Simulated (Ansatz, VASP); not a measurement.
# HPt6 in VASP and in Ansatz

Contents of INCAR:

```
SYSTEM = HPt6
PREC = Accurate
ENCUT = 520
EDIFF = 1E-7
ISMEAR = 0
SIGMA = 0.1
LREAL = .False.
LASPH = .True.
NELM = 80
ALGO = Normal
ISIF = 2
LWAVE = .False.
LCHARG = .False.
LDIPOL = .True.
IDIPOL = 3
DIPOL = 0.5 0.5 0.312
GGA = PE
NBANDS = 74
```

Contents of KPOINTS:

```
Automatic mesh
0
Gamma
  6 6 1
  0 0 0
```

File POSCAR:

```
HPt6
1.0
    5.6145835605      0.0000000000      0.0000000000
   -2.8072917802      4.8623719950      0.0000000000
    0.0000000000      0.0000000000     22.6197373747
Pt H
12 2
Direct
    0.3333333333      0.1666666667      0.1768367127
    0.3333333333      0.6666666667      0.1768367127
    0.8333333333      0.1666666667      0.1768367127
    0.8333333333      0.6666666667      0.1768367127
    0.1666666667      0.3333333333      0.2789580515
    0.1666666667      0.8333333333      0.2789580515
    0.6666666667      0.3333333333      0.2789580515
    0.6666666667      0.8333333333      0.2789580515
    0.0000000000      0.0000000000      0.3810715055
    0.0000000000      0.5000000000      0.3810715055
    0.5000000000      0.0000000000      0.3810715055
    0.5000000000      0.5000000000      0.3810715055
    0.2114385736      0.4228771471      0.5136990400
    0.2885614264      0.5771228529      0.5136990400
```

Input for Ansatz:

```yaml
crystal:
  lattice:
    - [5.6145835605, 0.0, 0.0]
    - [-2.8072917802, 4.862371995, 0.0]
    - [0.0, 0.0, 22.6197373747]
  atoms:
    - { symbol: Pt, position: [0.3333333333, 0.1666666667, 0.1768367127] }
    - { symbol: Pt, position: [0.3333333333, 0.6666666667, 0.1768367127] }
    - { symbol: Pt, position: [0.8333333333, 0.1666666667, 0.1768367127] }
    - { symbol: Pt, position: [0.8333333333, 0.6666666667, 0.1768367127] }
    - { symbol: Pt, position: [0.1666666667, 0.3333333333, 0.2789580515] }
    - { symbol: Pt, position: [0.1666666667, 0.8333333333, 0.2789580515] }
    - { symbol: Pt, position: [0.6666666667, 0.3333333333, 0.2789580515] }
    - { symbol: Pt, position: [0.6666666667, 0.8333333333, 0.2789580515] }
    - { symbol: Pt, position: [0.0, 0.0, 0.3810715055] }
    - { symbol: Pt, position: [0.0, 0.5, 0.3810715055] }
    - { symbol: Pt, position: [0.5, 0.0, 0.3810715055] }
    - { symbol: Pt, position: [0.5, 0.5, 0.3810715055] }
    - { symbol: H, position: [0.2114385736, 0.4228771471, 0.51369904] }
    - { symbol: H, position: [0.2885614264, 0.5771228529, 0.51369904] }
basis:
  ecutwfc: 420
kpoints:
  mp_grid: { grid: [6, 6, 1] }
hamiltonian:
  xc: pbe
scf:
  occupations: { method: gaussian, width: 0.1 }
output:
  forces: true
  eigenvalues: true
  write_density: true
  write_potential: true
  elf: true
  volumetric_format: npy
efield:
  axis: 3
  dipole_correction: true
  ramp_width: 0.04
```

Alike in both runs: task single point; functional PBE; k mesh 6 × 6 × 1; occupations gaussian, width 0.1 eV; no spin polarisation.

```csv
,VASP,Ansatz
version,VASP 6.6.1,Ansatz 0.2.0
potentials or method,"VASP PAW PBE potentials, release 64 (Pt, H), cutoff 520 eV","scalar-relativistic, plane waves, PAW"
valence electrons in the cell,122,218
```

```tsv
	VASP	Ansatz	Ansatz less VASP
gap on the k mesh at the Fermi level (eV)	none	none	-
rms of the force components (eV/Å)	0.020	0.018	-0.0017
```

Atom by atom the forces differ by 0.010 eV/Å (rms over components). A gap of «none» marks a metal or a gap that the smearing closes. The functional is the same, so the differences come from potentials, cutoffs and numerics. VASP's potentials hold 122 valence electrons a cell and Ansatz's 218, so a difference there can come from the potentials and not from the codes. Ansatz's warnings: xc potential rough in thin density.

Neither program's run includes spin-orbit coupling.
